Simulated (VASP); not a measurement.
## C: single point with PBEsol

Crystal: C.

```
C
1.0
     0.02423    1.80026    1.80026
     1.80026    0.02423    1.80026
     1.80026    1.80026    0.02423
C
2
Direct
  0.00009 0.00009 0.00009
  0.24991 0.24991 0.24991
```

This cell differs from its parent crystal: strained cell.

```yaml
Program: VASP 6.6.1
Task: single point
Functional: PBEsol
Potentials_or_basis: VASP PAW PBE potentials, release 64 (C)
Cutoff: 600 eV
k_mesh: 9 × 9 × 9
Occupations: gaussian, width 0.02 eV
Spin: no spin polarisation
Dipole_correction: no
Further_INCAR_settings: ALGO = Normal; EDIFF = 1e-06; NBANDS = 11
```

* Pressure: -7.6 GPa
* Largest force: 0.008 eV/Å
* Band gap on the k mesh: 3.99 eV (least direct gap 5.09 eV)

Forces on the atoms (eV/Å):
```
C    0.004  0.004  0.004
C   -0.004 -0.004 -0.004
```

Stress tensor (GPa, compression positive):
```
-7.58 -7.40 -7.40
-7.40 -7.58 -7.40
-7.40 -7.40 -7.58
```

Levels at points of the mesh, in eV from the valence-band top:
| k point | band 1 | band 2 | band 3 | band 4 | band 5 | band 6 | band 7 | band 8 |
| --- | --- | --- | --- | --- | --- | --- | --- | --- |
| (0.00, 0.00, 0.00) | -21.43 | -0.05 | 0.00 | 0.00 | 5.09 | 5.70 | 5.70 | 13.21 |

It took 18 s on 1 thread of Intel Xeon 8259CL, on a shared host, peak memory 0.12 GiB.

Caveat: the cell differs from its parent crystal (strained cell); the cell stands under tension; the PAW data sets were made with another functional, which shifts forces and pressure a little; an odd mesh through Γ misses points on the zone boundary, where band edges can lie.
